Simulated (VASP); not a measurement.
Crystal: Sn.

```
Sn
1.0
     0.00000    3.24560    3.24560
     3.24560    0.00000    3.24560
     3.24560    3.24560    0.00000
Sn
2
Direct
  0.50000 0.50000 0.50000
  0.75000 0.75000 0.75000
```

This isn't the form of Sn at room conditions, which is tetragonal (white tin).

```yaml
Program: VASP 6.6.1
Task: relaxation of cell and atoms
Functional: r2SCAN
Potentials_or_basis: VASP PAW PBE potentials, release 64 (Sn_d)
Cutoff: 600 eV
k_mesh: 12 × 12 × 12
Occupations: gaussian, width 0.1 eV
Spin: no spin polarisation
```

At the start: pressure 1.6 GPa; volume 34.19 Å³/atom.

How do energy, volume and symmetry change on relaxing?

Over 3 steps the energy falls by 5.9 meV/atom and the volume is 35.39 Å³/atom (+3.5 %); space group Fd-3m (No. 227, to 0.1 Å) before and after.

The path:
```
step  energy change (eV)  largest force (eV/Å)  pressure (GPa)  volume (Å³)
   1              0.0000                0.0000            1.62        68.38
   2             -0.0095                0.0000           -0.63        71.87
   3             -0.0117                0.0000            0.00        70.77
```

Final structure:
```xyz
2
Lattice="0.0000 3.2830 3.2830 3.2830 0.0000 3.2830 3.2830 3.2830 0.0000" Properties=species:S:1:pos:R:3 pbc="T T T"
Sn    3.2830    3.2830    3.2830
Sn    4.9246    4.9246    4.9246
```

Caveat: the PAW data sets were made with another functional, which shifts forces and pressure a little.
